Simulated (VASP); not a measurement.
HfN, 2 atoms in the cell. It takes space group I-4m2 (No. 119, tetragonal). Conventional cell: a = 3.472 Å, b = 3.472 Å, c = 4.811 Å, α = 90.00°, β = 90.00°, γ = 90.00°. Within 2.8 Å of Hf (site symmetry -4m2) lie 4 N at 2.11 Å. Within 2.8 Å of N (site symmetry -4m2) lie 4 Hf at 2.11 Å.  This cell differs from its parent crystal: strain -0.0200 x Voigt [1, 0, 0, 0, 0, 0].

```yaml
Program: VASP 6.6.1
Task: single point
Functional: PBEsol
Potentials_or_basis: VASP PAW PBE potentials, release 64 (Hf_pv, N)
Cutoff: 520 eV
k_mesh: 16 × 16 × 16
Occupations: gaussian, width 0.15 eV
Spin: no spin polarisation
Dipole_correction: no
Further_INCAR_settings: ALGO = Normal; EDIFF = 1e-06; NBANDS = 14
```

Potentials or basis: VASP PAW PBE potentials, release 64 (Hf_pv, N).

The run is started by

```bash
$ cat potpaw_PBE.64/Hf_pv/POTCAR potpaw_PBE.64/N/POTCAR > POTCAR
$ mpirun -np 1 vasp_std > vasp.out
```

Hardware: 1 thread of Intel(R) Xeon(R) Platinum 8488C (Sapphire Rapids), with other jobs on the host.

Problem. How long does it take, and how much memory?

Solution. Wall time 91 s on 1 thread of Intel(R) Xeon(R) Platinum 8488C (Sapphire Rapids), on a shared host, peak memory 0.28 GiB. Counts: scf iterations 13, k points 349.
